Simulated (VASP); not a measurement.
SbPt: single point with PBEsol

SbPt:

```
Pt Sb
1.0
     0.00000    2.73625    2.73625
     2.73625    0.00000    2.73625
     2.73625    2.73625    0.00000
Pt Sb
1 1
Direct
  0.50000 0.50000 0.50000
  0.00000 0.00000 0.00000
```

* Program: VASP 6.6.1
* Task: single point
* Functional: PBEsol
* Potentials or basis: VASP PAW PBE potentials, release 64 (Pt, Sb)
* Cutoff: 520 eV
* k mesh: 10 × 10 × 10
* Occupations: gaussian, width 0.05 eV
* Spin: no spin polarisation
* Dipole correction: no
* Further INCAR settings: ALGO = Normal; EDIFF = 1e-07; NBANDS = 14

The pressure is -0.1 GPa.

Levels at points of the mesh, in eV from the Fermi level:
```tsv
k point	band 5	band 6	band 7	band 8	band 9	band 10
(0.00, 0.00, 0.00)	-3.31	-3.31	1.31	1.31	1.31	5.01
(0.50, 0.00, 0.00)	-2.61	-2.61	-2.13	4.19	4.84	4.84
(0.50, 0.50, 0.00)	-2.27	-2.27	-1.62	-1.51	-1.51	1.15
```

Run time: 44 s on 1 thread of Intel(R) Xeon(R) Platinum 8259CL CPU @ 2.50GHz (Skylake/Cascade Lake), with other jobs on the host, peak memory 0.18 GiB.

Caveat: the PAW data sets were made with another functional, which shifts forces and pressure a little; spin-orbit coupling is left out, which moves the levels of the heavy elements.
